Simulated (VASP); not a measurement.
A run of VASP 6.6.1:

Contents of INCAR:

```
PREC     = Accurate       # precision mode
ENCUT    = 500            # plane-wave cutoff, eV
EDIFF    = 1E-6           # SCF threshold, eV
ISMEAR   = -1             # smearing method
SIGMA    = 0.1            # smearing width, eV
LREAL    = F              # projectors in reciprocal space
LASPH    = T              # aspherical terms in the spheres
NELM     = 120            # most SCF steps
ALGO     = Normal         # electronic algorithm
ISIF     = 2              # what is computed and relaxed
LWAVE    = F              # write WAVECAR
LCHARG   = F              # write CHGCAR
GGA      = PE             # functional
NBANDS   = 10             # bands
GGA_COMPAT= F
```

Contents of KPOINTS:

```
regular mesh
0
Gamma
  13 13 13
```

Contents of POSCAR:

```
Ir
1.0
    0.0000000000      1.9219641664      1.9219641664
    1.9219641664      0.0000000000      1.9219641664
    1.9219641664      1.9219641664      0.0000000000
Ir
1
Direct
    0.0000000000      0.0000000000      0.0000000000
```

Potentials or basis: VASP PAW PBE potentials, release 64 (Ir).

Run with:

```sh
$ cat potpaw_PBE.64/Ir/POTCAR > POTCAR
$ mpirun -np 1 vasp_std > vasp.out
```

Hardware: 1 thread of Intel Xeon 8259CL (shared host).

Task: Estimate the wall time of this run.

Result: It took 17 s on 1 thread of Intel Xeon 8259CL, with other jobs on the host, peak memory 0.13 GiB. Counts: scf iterations 11, k points 84.
